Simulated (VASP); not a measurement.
Here is a VASP 6.6.1 calculation.

File INCAR:

```
PREC = Accurate
ENCUT = 520
EDIFF = 1E-7
ISMEAR = -1
SIGMA = 0.1
LREAL = F
LASPH = T
NELM = 60
ALGO = Normal
ISIF = 2
LWAVE = F
LCHARG = F
GGA = CA
NBANDS = 17
```

File KPOINTS:

```
Automatic mesh
0
Gamma
  7 7 7
```

File POSCAR:

```
Sr
1.0
    0.0000000000      4.4783816040      4.4783816040
    4.4783816040      0.0000000000      4.4783816040
    4.4783816040      4.4783816040      0.0000000000
Sr
2
Direct
    0.1250000000      0.1250000000      0.1250000000
    0.8750000000      0.8750000000      0.8750000000
```

Potentials or basis: VASP PAW LDA potentials, release 64 (Sr_sv).

Launch:

```bash
$ cat potpaw_LDA.64/Sr_sv/POTCAR > POTCAR
$ mpirun -np 1 vasp_std > vasp.out
```

**Question.** Estimate the pressure.

**Answer.** 0.2 GPa.

**Question.** Estimate the band gap on the k mesh.

**Answer.** Zero (bands 10 and 11 overlap by 0.84 eV).
